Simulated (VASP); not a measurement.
# Ge (I4_1/amd) in VASP: notebook, part 2 of 2

VASP 6.6.1. Earlier steps stand in the parts before.

### 4 Relaxation of cell and atoms, PBE, target pressure 9.8 GPa, at which the enthalpy is minimised

This run uses another cell than the first one, of 17.25 Å³/atom, 1.029 times its volume.

INCAR reads:

```
  PREC = Accurate
  ENCUT = 600
  EDIFF = 1E-6
  ISMEAR = -1
  SIGMA = 0.1
  LREAL = F
  LASPH = T
  NELM = 100
  ALGO = Normal
  ISIF = 3
  LWAVE = F
  LCHARG = F
  GGA = PE
  IBRION = 2
  NSW = 80
  EDIFFG = -0.002
  PSTRESS = 98.0
```

KPOINTS reads:

```
Automatic mesh
0
Gamma
  18 18 18
```

POSCAR reads:

```
Ge
1.0
   -2.4759502799      2.4759502799      1.4067769199
    2.4759502799     -2.4759502799      1.4067769199
    2.4759502799      2.4759502799     -1.4067769199
Ge
2
Direct
    0.2500000000      0.7500000000      0.5000000000
    0.5000000000      0.5000000000      0.0000000000
```

Potentials or basis: VASP PAW PBE potentials, release 64 (Ge_d).

Run with:

```sh
$ cat potpaw_PBE.64/Ge_d/POTCAR > POTCAR
$ mpirun -np 1 vasp_std > vasp.out
```

OUTCAR:

```text
PREC = Accurate
   ENCUT = 600
   EDIFF = 1E-6
   ISMEAR = -1
   LREAL = F
   LASPH = T
   NELM = 100
   ISIF = 3
   GGA = PE
   IBRION = 2
   NSW = 80
   EDIFFG = -0.002
   PSTRESS = 98.0

 ion  position               nearest neighbor table
   1  0.250  0.750  0.500-   2 2.57   2 2.57   2 2.57   2 2.57
   2  0.500  0.500  0.000-   1 2.57   1 2.57   1 2.57   1 2.57

  LATTYP: Found a body centered tetragonal cell.
 ALAT       =     4.9519005598
 C/A-ratio  =     0.5681765629

  Lattice vectors:

 A1 = (  -2.4759502799,   2.4759502799,   1.4067769199)
 A2 = (   2.4759502799,  -2.4759502799,   1.4067769199)
 A3 = (   2.4759502799,   2.4759502799,  -1.4067769199)

Analysis of symmetry for initial positions (statically):
=====================================================================
 Subroutine PRICEL returns:
 Original cell was already a primitive cell.

 Routine SETGRP: Setting up the symmetry group for a
 body centered tetragonal supercell.

 Subroutine GETGRP returns: Found 16 space group operations
 (whereof  8 operations were pure point group operations)
 out of a pool of 16 trial point group operations.

The static configuration has the point symmetry D_2d.
[... 173 lines left out ...]
  external PRESSURE =       4.0822196 kB  Pullay stress =      98.0000000 kB
[... 97 lines left out ...]
  energy  without entropy=       -8.4644227979  energy(sigma->0) =       -8.47626212

  enthalpy is  TOTEN    =        -6.3599683134 eV   P V=        2.1281331331

[... ionic steps 4 to 9 ...]

--------------------------------------- Ionic step       10  -------------------------------------------

 number of electron      27.9999975 magnetization

------------------------ aborting loop because EDIFF is reached ----------------------------------------
[... 71 lines left out ...]
--------------------------------------- Ionic step       12  -------------------------------------------

 number of electron      27.9999975 magnetization

 Free energy of the ion-electron system (eV)
  ---------------------------------------------------
  ext. energy  EPLUGINS =         0.00000000
  ---------------------------------------------------
  free energy    TOTEN  =        -8.47426245 eV

  energy without entropy =       -8.45047755  energy(sigma->0) =       -8.46237000

 E-fermi :   7.6119     XC(G=0): -11.6774

 val. band max:        7.6110665115   @ k =   0.3333   0.1667  -0.0000
 cond. band min:       7.6289397005   @ k =  -0.1667  -0.4444   0.0556
 fundamental gap:      0.0178731890
 Fermi energy:         7.6119238601

 k-point     1 :       0.0000    0.0000    0.0000
  band No.  band energies     occupation
      1     -17.2395      2.00000
      2     -17.1751      2.00000
      3     -17.1508      2.00000
      4     -17.1383      2.00000
      5     -17.0168      2.00000
      6     -17.0168      2.00000
[... 481 lines left out ...]
      5     -17.0425      2.00000
      6     -17.0243      2.00000
[... 10 lines left out ...]
     17      12.7091      0.00000
     18      13.6452      0.00000

 [... further k-points ...]

------------------------ aborting loop because EDIFF is reached ----------------------------------------

  FORCE on cell =-STRESS in cart. coord.  units (eV):
  Direction    XX          YY          ZZ          XY          YZ          ZX
  --------------------------------------------------------------------------------------
  -------------------------------------------------------------------------------------
  Total        2.1153385      2.1153385      2.1110558      0.0000000      0.0000000      0.0000000
  in kB       98.0889443     98.0889443     97.8903554      0.0000000      0.0000000      0.0000000
  external PRESSURE =       0.0227480 kB  Pullay stress =      98.0000000 kB
[... 21 lines left out ...]
  energy  without entropy=       -8.4504775541  energy(sigma->0) =       -8.46237000

  enthalpy is  TOTEN    =        -6.3608420803 eV   P V=        2.1134203677

 reached required accuracy - stopping structural energy minimisation
```

OSZICAR:

```text
N       E                     dE             d eps       ncg     rms          rms(c)
DAV:   1     0.157221985972E+03    0.15722E+03   -0.16204E+04 18250   0.497E+03
DAV:   2     0.962546175127E+01   -0.14760E+03   -0.14513E+03 17282   0.552E+02
DAV:   3    -0.800572786590E+01   -0.17631E+02   -0.17406E+02 19002   0.139E+02
DAV:   4    -0.848158953563E+01   -0.47586E+00   -0.47291E+00 20650   0.263E+01
[... 79 lines left out ...]
       N       E                     dE             d eps       ncg     rms          rms(c)
DAV:   1    -0.847426737737E+01   -0.27222E-03   -0.70008E-05 20940   0.179E-01    0.134E-02
DAV:   2    -0.847426390729E+01    0.34701E-05   -0.50343E-06 20860   0.487E-02    0.669E-03
DAV:   3    -0.847426259564E+01    0.13117E-05   -0.14901E-06  8936   0.273E-02    0.106E-03
DAV:   4    -0.847426244800E+01    0.14764E-06   -0.51794E-07  8734   0.102E-02
  12 F= -.63608421E+01 E0= -.63489496E+01  d E =-.362365E-05
```

Wall time 26 min (1 thread of Intel Xeon Platinum 8259CL at 2.50GHz (Skylake/Cascade Lake), shared host); peak memory 0.42 GiB.

Results:

```
Free energy                                            : -8.4743 eV
Relaxed volume                                         : 17.28 Å³/atom
Relaxed cell                                           : a = 3.802 Å, b = 3.802 Å, c = 3.802 Å, α = 97.52°, β = 97.52°, γ = 137.59°
Space group after relaxing (to 0.05 Å)                 : I4_1/amd (No. 141)
Energy change on relaxing (the enthalpy is what falls) : -6.8 meV/atom
Ionic steps                                            : 12
Pressure after relaxing                                : 9.8 GPa
Band gap on the k mesh                                 : zero (band 14 reaches 9.62 eV, above the bottom of band 15 at 3.74 eV)
```

The path:
```
step  energy change (eV)  largest force (eV/Å)  pressure (GPa)  volume (Å³)
   1              0.0000                0.0000           10.21        34.50
   2             -0.0213                0.0000            9.30        34.71
   3             -0.0274                0.0000            9.12        34.79
   4             -0.0293                0.0000            9.09        34.82
   5             -0.0057                0.0000           10.27        34.43
   6             -0.0133                0.0000            9.79        34.55
   7             -0.0129                0.0000            9.85        34.54
   8             -0.0145                0.0000            9.73        34.57
   9             -0.0141                0.0000            9.77        34.56
  10             -0.0136                0.0000            9.78        34.55
  11             -0.0133                0.0000            9.84        34.55
  12             -0.0135                0.0000            9.80        34.55
```

Final structure:
```
CELL_PARAMETERS angstrom
-2.50636 2.50636 1.37507
2.50636 -2.50636 1.37507
2.50636 2.50636 -1.37507
ATOMIC_POSITIONS crystal
Ge 0.25000 0.75000 0.50000
Ge 0.50000 0.50000 0.00000
```

Caveat: the cell is relaxed towards a set pressure, so the enthalpy falls and the energy may rise.

### 5 Overview

```tsv
task	cell	cutoff (eV)	gap on the mesh (eV)	pressure (GPa)
single point	a = 3.765 Å, angles 97.5, 97.5, 137.7°, 2 atoms	520	none	13.3
relaxation of cell and atoms	relaxed to 13.3 GPa from a = 3.739 Å, angles 98.0, 98.0, 136.3°, 2 atoms	600	none	13.3
relaxation of cell and atoms	relaxed to 9.8 GPa from a = 3.774 Å, angles 98.0, 98.0, 136.2°, 2 atoms	600	none	9.8
```

Alike in all rows: level PBE; potentials or basis VASP PAW PBE potentials, release 64 (Ge_d); no spin polarisation; k mesh 18 × 18 × 18; smearing fermi-dirac 0.1 eV.

Caveats: the cell is relaxed towards a set pressure, so the enthalpy falls and the energy may rise (some runs).

Absolute energies hang on the potentials; compare differences alone.
